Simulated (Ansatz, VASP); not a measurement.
**Ni in VASP and in Ansatz**

```xyz
2
Lattice="0.0000 2.3669 2.3669 2.3669 0.0000 2.3669 2.3669 2.3669 0.0000" Properties=species:S:1:pos:R:3 pbc="T T T"
Ni    0.5917    0.5917    0.5917
Ni    4.1420    4.1420    4.1420
```

Alike in both runs: task single point; functional LDA; k mesh 12 × 12 × 12; occupations fermi-dirac, width 0.05 eV; collinear spin.

|  | VASP | Ansatz |
| --- | --- | --- |
| version | VASP 6.6.1 | Ansatz 0.2.0 |
| potentials or method | VASP PAW LDA potentials, release 64 (Ni), cutoff 520 eV | plane waves (420 eV) with PAW, scalar-relativistic |
| valence electrons in the cell | 20 | 36 |

Ansatz gave:

```
pressure (GPa)                                                : 20.9
net moment per atom (μB)                                      : 0.75
size of the moment on the site where the two differ most (μB) : 0.77
```

Estimate VASP's values.

pressure (GPa): 19.9; net moment per atom (μB): 0.74; size of the moment on the site where the two differ most (μB): 0.73.

Ansatz warns that its potentials were made for another functional, while VASP's fit it. LDA's correlation is that of Perdew and Zunger in VASP and of Perdew and Wang (1992) in Ansatz. Site moments also hang on the region over which each program counts them. VASP's potentials hold 20 valence electrons a cell and Ansatz's 36, so a difference there can come from the potentials and not from the codes.
